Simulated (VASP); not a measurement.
# H16SO10 in VASP: further runs, part 2 of 2

VASP 6.6.1.

## (3) Single point, PBE

Input file INCAR:

```
SYSTEM = H16SO10
PREC     = Accurate       ! precision mode
ENCUT    = 520            ! plane-wave cutoff, eV
EDIFF    = 1E-6           ! SCF threshold, eV
ISMEAR   = -1             ! smearing method
SIGMA    = 0.02           ! smearing width, eV
LREAL    = .False.        ! projectors in reciprocal space
LASPH    = .True.         ! aspherical terms in the spheres
NELM     = 120            ! most SCF steps
ALGO     = Normal         ! electronic algorithm
ISIF     = 2              ! what is computed and relaxed
LWAVE    = .False.        ! write WAVECAR
LCHARG   = .False.        ! write CHGCAR
GGA      = PE             ! functional
NBANDS   = 60             ! bands
GGA_COMPAT= .False.
```

Input file KPOINTS:

```
regular mesh
0
Gamma
  1 1 1
  0 0 0
```

Input file POSCAR:

```
H16SO10
1.0
    6.7968840000      0.0000000000      0.0000000000
    0.0000000000      6.7968840000      0.0000000000
    0.0000000000      0.0000000000      6.7968840000
O H S
10 16 1
Direct
    0.4738789127      1.1462311259      0.2993577645
    0.9017367370      0.1179216829      0.0822435693
    0.3250607190      0.2600750579      0.7837414910
    0.1558802534      0.8401496921      0.5616250035
    0.7774003499      0.3832638603      0.7857571205
    0.7812697701      0.5399238828      0.3530882681
    0.0517442993      0.2456566862      0.4409814850
    0.9073716721      0.7285102997      0.0008091943
    0.7293194941      0.9581890761      0.6732643959
    0.5108075995      0.6859025400      0.7855658564
    0.5203560926      1.0555866482      0.1866296379
    0.5705702790      1.1312389619      0.4128068097
    0.9284254373      0.1860264203      0.2023280080
    0.9480667906     -0.0154335428      0.0908504544
    0.1935298587      0.1851583755      0.8213763836
    0.3398174811      0.3416565591      0.9017514496
    0.0430197132      0.9295141715      0.5506788111
    0.1177745567      0.7794748299      0.6836809338
    0.8615712730      0.3492924111      0.6711457780
    0.7120174480      0.2655187289      0.7985276783
    0.7597157756      0.5378199775      0.5051579518
    0.6414704150      0.5323615939      0.3329025477
    0.0976182615      0.3804684617      0.4006247569
    0.1450517620      0.1252927077      0.4185300205
    0.9661044679      0.6170768841     -0.0556284321
    0.8881275596      0.7044404465      0.1499363532
    0.5927127784      0.8789468821      0.8291299366
```

Potentials or basis: VASP PAW PBE potentials, release 64 (O, H, S).

Command:

```bash
cat potpaw_PBE.64/O/POTCAR potpaw_PBE.64/H/POTCAR potpaw_PBE.64/S/POTCAR > POTCAR
mpirun -np 1 vasp_gam > vasp.out
```

OUTCAR:

```text
SYSTEM = H16SO10
   PREC = Accurate
   ENCUT = 520
   EDIFF = 1E-6
   ISMEAR = -1
   LREAL = .False.
   LASPH = .True.
   NELM = 120
   ISIF = 2
   GGA = PE

 ion  position               nearest neighbor table
   1  0.474  0.146  0.299-  12 1.02  11 1.03
   2  0.902  0.118  0.082-  13 0.96  14 0.96
   3  0.325  0.260  0.784-  16 0.98  15 1.06
   4  0.156  0.840  0.562-  18 0.96  17 0.98
   5  0.777  0.383  0.786-  20 0.92  19 0.99
   6  0.781  0.540  0.353-  22 0.96  21 1.04
   7  0.052  0.246  0.441-  23 1.01  24 1.05
   8  0.907  0.729  0.001-  25 0.94  26 1.04
   9  0.729  0.958  0.673-  27 1.51
  10  0.511  0.686  0.786-  27 1.46
  11  0.520  0.056  0.187-   1 1.03
  12  0.571  0.131  0.413-   1 1.02
  13  0.928  0.186  0.202-   2 0.96
  14  0.948  0.985  0.091-   2 0.96
[... 10 lines left out ...]
  25  0.966  0.617  0.944-   8 0.94
  26  0.888  0.704  0.150-   8 1.04
  27  0.593  0.879  0.829-  10 1.46   9 1.51

  LATTYP: Found a simple cubic cell.
 ALAT       =     6.7968840000

  Lattice vectors:

 A1 = (   6.7968840000,   0.0000000000,   0.0000000000)
 A2 = (   0.0000000000,   6.7968840000,   0.0000000000)
 A3 = (   0.0000000000,   0.0000000000,   6.7968840000)

Analysis of symmetry for initial positions (statically):
=====================================================================
 Subroutine PRICEL returns:
 Original cell was already a primitive cell.

 Routine SETGRP: Setting up the symmetry group for a
 simple cubic supercell.

 Subroutine GETGRP returns: Found  1 space group operations
 (whereof  1 operations were pure point group operations)
 out of a pool of 48 trial point group operations.

The static configuration has the point symmetry C_1 .

Analysis of symmetry for dynamics (positions and initial velocities):
=====================================================================
 Subroutine PRICEL returns:
 Original cell was already a primitive cell.

 Routine SETGRP: Setting up the symmetry group for a
 simple cubic supercell.

 Subroutine GETGRP returns: Found  1 space group operations
 (whereof  1 operations were pure point group operations)
 out of a pool of 48 trial point group operations.

The dynamic configuration has the point symmetry C_1 .

 Subroutine INISYM returns: Found  1 space group operations
 (whereof  1 operations are pure point group operations),
 and found     1 'primitive' translations

----------------------------------------------------------------------------------------

                                     Primitive cell

  volume of cell :     313.9999

  direct lattice vectors                    reciprocal lattice vectors
     6.796884000  0.000000000  0.000000000     0.147126242  0.000000000  0.000000000
     0.000000000  6.796884000  0.000000000     0.000000000  0.147126242  0.000000000
     0.000000000  0.000000000  6.796884000     0.000000000  0.000000000  0.147126242

  length of vectors
     6.796884000  6.796884000  6.796884000     0.147126242  0.147126242  0.147126242

  position of ions in fractional coordinates (direct lattice)
     0.473878913  0.146231126  0.299357765
     0.901736737  0.117921683  0.082243569
     0.325060719  0.260075058  0.783741491
     0.155880253  0.840149692  0.561625003
     0.777400350  0.383263860  0.785757121
     0.781269770  0.539923883  0.353088268
[... 19 lines left out ...]
     0.888127560  0.704440447  0.149936353
     0.592712778  0.878946882  0.829129937

  ion indices of the primitive-cell ions
   primitive index   ion index
                 1           1
                 2           2
                 3           3
                 4           4
                 5           5
                 6           6
[... 19 lines left out ...]
                26          26
                27          27

----------------------------------------------------------------------------------------

 KPOINTS: regular mesh

Automatic generation of k-mesh.
 Grid dimensions read from file:
 generate k-points for:    1    1    1

 Generating k-lattice:

  Cartesian coordinates                     Fractional coordinates (reciprocal lattice)
     0.147126242  0.000000000  0.000000000     1.000000000  0.000000000  0.000000000
     0.000000000  0.147126242  0.000000000     0.000000000  1.000000000  0.000000000
     0.000000000  0.000000000  0.147126242     0.000000000  0.000000000  1.000000000

  Length of vectors
     0.147126242  0.147126242  0.147126242

  Shift w.r.t. Gamma in fractional coordinates (k-lattice)
     0.000000000  0.000000000  0.000000000

 Subroutine IBZKPT returns following result:
 ===========================================

 Found      1 irreducible k-points:

 Following reciprocal coordinates:
            Coordinates               Weight
  0.000000  0.000000  0.000000      1.000000
   k-points           NKPTS =      1   k-points in BZ     NKDIM =      1   number of bands    NBANDS=     60
   number of dos      NEDOS =    301   number of ions     NIONS =     27
   total plane-waves  NPLWV = 157464
   dimension x,y,z NGX =    54 NGY =   54 NGZ =   54
   dimension x,y,z NGXF=   108 NGYF=  108 NGZF=  108
   ions per type =              10  16   1
   NGX,Y,Z   is equivalent  to a cutoff of  13.21, 13.21, 13.21 a.u.
   NGXF,Y,Z  is equivalent  to a cutoff of  26.42, 26.42, 26.42 a.u.
 SYSTEM =  H16SO10
   PREC   = accura    normal or accurate (medium, high low for compatibility)
   ISTART =      0    job   : 0-new  1-cont  2-samecut
   ICHARG =      2    charge: 1-file 2-atom 10-const
   ISPIN  =      1    spin polarized calculation?
   LNONCOLLINEAR =      F non collinear calculations
   LSORBIT =      F    spin-orbit coupling
   LASPH  =      T    aspherical Exc in radial PAW
   ENCUT  =  520.0 eV  38.22 Ry    6.18 a.u.  12.64 12.64 12.64*2*pi/ulx,y,z
   NELM   =    120;   NELMIN=  2; NELMDL= -5     # of ELM steps
   EDIFF  = 0.1E-05   stopping-criterion for ELM
   LREAL  =      F    real-space projection
   EDIFFG = 0.1E-04   stopping-criterion for IOM
   NSW    =      0    number of steps for IOM
   IBRION =     -1    ionic relax: 0-MD 1-quasi-New 2-CG
   NFREE  =      0    steps in history (QN), initial steepest desc. (CG)
   ISIF   =      2    stress and relaxation
   ISYM   =      2    0-nonsym 1-usesym 2-fastsym
   POTIM  = 0.5000    time-step for ionic-motion
   TEBEG  =    0.0;   TEEND  =   0.0 temperature during run
   PSTRESS=    0.0 pullay stress
   NELECT =      82.0000    total number of electrons
   NUPDOWN=      -1.0000    fix difference up-down
   EMIN   =  10.00;   EMAX   =-10.00  energy-range for DOS
   EFERMI =   0.00;   METHOD = LEGACY
   ISMEAR =    -1;   SIGMA  =   0.02  broadening in eV -4-tet -1-fermi 0-gaus
   EFERMI_NEDOS =   21; number of points for ismear=-14 and -15
   IALGO  =     38    algorithm
   IMIX   =      4    mixing-type and parameters
     AMIX     =   0.40;   BMIX     =  1.00
     AMIX_MAG =   1.60;   BMIX_MAG =  1.00
  volume/ion in A,a.u.               =      11.63        78.48
  Fermi-wavevector in a.u.,A,eV,Ry     =   1.046413  1.977433 14.898096  1.094979
  Thomas-Fermi vector in A             =   2.181250
   LORBIT       =      0    0 simple, 1 ext, 2 COOP (PROOUT), +10 PAW based schemes
   GGA     = PE    functional components
   LHFCALC =     F    Hartree Fock is set to
   AEXX    =    0.0000 exact exchange contribution
   IVDW    =     0    specifies the selected vdW correction
   LEPSILON=     F    determine dielectric tensor
   LRPA    =     F    only Hartree local field effects (RPA)
 non-spin polarized calculation
  energy-cutoff  :      520.00
  volume of cell :      314.00
 maximum number of plane-waves:      4193
 NGX is ok and might be reduce to    50
   NGX = 25   NGY = 25   NGZ = 25

 number of electron      82.0000003 magnetization

 Free energy of the ion-electron system (eV)
  ---------------------------------------------------
  ext. energy  EPLUGINS =         0.00000000
  ---------------------------------------------------
  free energy    TOTEN  =      -131.29500052 eV

  energy without entropy =     -131.29500052  energy(sigma->0) =     -131.29500052

 E-fermi :  -2.7063     XC(G=0):  -6.8178

 val. band max:       -3.1870316692   @ k =   0.0000   0.0000   0.0000
 cond. band min:      -0.5805268032   @ k =   0.0000   0.0000   0.0000
 fundamental gap:      2.6065048661
 Fermi energy:        -2.7062725378

 k-point     1 :       0.0000    0.0000    0.0000
  band No.  band energies     occupation
      1     -24.5547      2.00000
      2     -22.3113      2.00000
      3     -22.1208      2.00000
      4     -22.0469      2.00000
      5     -22.0060      2.00000
      6     -21.7068      2.00000
[... 45 lines left out ...]
     52       5.6506      0.00000
     53       6.0867      0.00000
 [bands above 53 left out]

------------------------ aborting loop because EDIFF is reached ----------------------------------------

  FORCE on cell =-STRESS in cart. coord.  units (eV):
  Direction    XX          YY          ZZ          XY          YZ          ZX
  --------------------------------------------------------------------------------------
  -------------------------------------------------------------------------------------
  Total       -2.6180225      0.9362121     -6.8291551      0.3125698     -0.3458346      5.1283916
  in kB      -13.3583984      4.7770002    -34.8456030      1.5948799     -1.7646132     26.1674971
  external PRESSURE =     -14.4756671 kB  Pullay stress =       0.0000000 kB

 VOLUME and BASIS-vectors are now :
 -----------------------------------------------------------------------------
  energy-cutoff  :      520.00
  volume of cell :      314.00
      direct lattice vectors                 reciprocal lattice vectors
     6.796884000  0.000000000  0.000000000     0.147126242  0.000000000  0.000000000
     0.000000000  6.796884000  0.000000000     0.000000000  0.147126242  0.000000000
     0.000000000  0.000000000  6.796884000     0.000000000  0.000000000  0.147126242

 POSITION                                       TOTAL-FORCE (eV/Angst)
 -----------------------------------------------------------------------------------
      3.22090      0.99392      2.03470         1.204780     -1.253799     -0.392361
      6.12900      0.80150      0.55900        -0.598418      0.044424     -1.460977
      2.20940      1.76770      5.32700        -2.549596     -1.447191      1.317847
      1.05950      5.71040      3.81730        -0.471287      0.493157     -0.294509
      5.28390      2.60500      5.34070         2.269803      2.731340     -1.725872
      5.31020      3.66980      2.39990        -0.384113      0.325825      2.925203
[... 19 lines left out ...]
      6.03650      4.78800      1.01910         0.107754     -0.468271     -1.831987
      4.02860      5.97410      5.63550         1.485256     -0.016355     -1.938548
 -----------------------------------------------------------------------------------
    total drift:                               -0.000286     -0.000621     -0.002351

  FREE ENERGIE OF THE ION-ELECTRON SYSTEM (eV)
  ---------------------------------------------------
  free  energy   TOTEN  =      -131.2950005237 eV

  energy  without entropy=     -131.2950005237  energy(sigma->0) =     -131.29500052
```

It took 78 s on 1 thread of Intel Xeon 8259CL, shared host; peak memory 0.4 GiB.

Results:

```yaml
Free_energy: -131.2950 eV
Pressure: -1.4 GPa
Largest_force: 3.949 eV/Å
Band_gap_on_the_k_mesh: 2.61 eV
```

Forces in eV/Å, atoms in the order of the input:
```
O    1.205 -1.254 -0.392
O   -0.598  0.044 -1.461
O   -2.550 -1.447  1.318
O   -0.471  0.493 -0.295
O    2.270  2.731 -1.726
O   -0.384  0.326  2.925
O    0.485 -0.946 -0.356
O   -0.708  1.929  2.726
O   -1.533 -0.493  1.495
O   -0.286  0.604  0.232
H   -0.285  1.475  2.023
H   -1.042 -0.144 -1.604
H    0.295  0.423  1.247
H    0.340 -0.482  0.026
H    2.365  1.350 -0.839
H    0.273 -0.002 -0.228
H   -0.100 -0.170 -0.142
H    0.268 -0.534  0.598
H    0.067  0.003  0.575
H   -1.687 -2.675  0.744
H    1.016  0.228 -1.809
H   -0.855 -0.197 -1.183
H    0.352 -1.951  0.243
H   -0.412  3.153  0.146
H    0.382 -1.980 -0.493
H    0.108 -0.468 -1.832
S    1.485 -0.016 -1.939
```

Caveat: the k points lie up to 0.92 Å⁻¹ apart.
